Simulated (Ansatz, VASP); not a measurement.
**BN in VASP and in Ansatz**

File INCAR:

```
  PREC = Accurate
  ENCUT = 600
  EDIFF = 1E-6
  ISMEAR = 0
  SIGMA = 0.1
  LREAL = F
  LASPH = T
  NELM = 120
  ALGO = Normal
  ISIF = 2
  LWAVE = F
  LCHARG = F
  NBANDS = 11
  GGA_COMPAT = F
```

Contents of KPOINTS:

```
Automatic mesh
0
Gamma
  8 8 8
```

Contents of POSCAR:

```
BN
1.0
    0.0000000000      1.8050000000      1.8050000000
    1.8050000000      0.0000000000      1.8050000000
    1.8050000000      1.8050000000      0.0000000000
B N
1 1
Direct
    0.0000000000      0.0000000000      0.0000000000
    0.2500000000      0.2500000000      0.2500000000
```

Input for Ansatz:

```yaml
crystal:
  lattice:
    - [0.0, 1.805, 1.805]
    - [1.805, 0.0, 1.805]
    - [1.805, 1.805, 0.0]
  atoms:
    - { symbol: B, position: [0.0, 0.0, 0.0] }
    - { symbol: "N", position: [0.25, 0.25, 0.25] }
basis:
  ecutwfc: 420
kpoints:
  mp_grid: { grid: [8, 8, 8] }
hamiltonian:
  xc: lda
  pseudopotentials: { kind: paw, azcp: { folder: soft_1 } }
scf:
  occupations: { method: gaussian, width: 0.1 }
output:
  forces: true
  stress: true
  eigenvalues: true
```

Alike in both runs: task single point; functional LDA; k mesh 8 × 8 × 8; occupations gaussian, width 0.1 eV; no spin polarisation.

```csv
,VASP,Ansatz
version,VASP 6.6.1,Ansatz 0.2.0
potentials or method,"VASP PAW LDA potentials, release 64 (B, N), cutoff 600 eV","scalar-relativistic, plane waves, PAW"
valence electrons in the cell,8,8
```

Ansatz gave:

```
gap on the k mesh at the Fermi level (eV) : 4.36
least direct gap on the mesh (eV)         : 8.71
pressure (GPa)                            : -9.7
```

**Question.** What did VASP give for the same quantities?

**Answer.** gap on the k mesh at the Fermi level (eV): 4.35; least direct gap on the mesh (eV): 8.70; pressure (GPa): -8.8.

Ansatz warns that its potentials were made for another functional, while VASP's fit it. LDA's correlation is that of Perdew and Zunger in VASP and of Perdew and Wang (1992) in Ansatz.
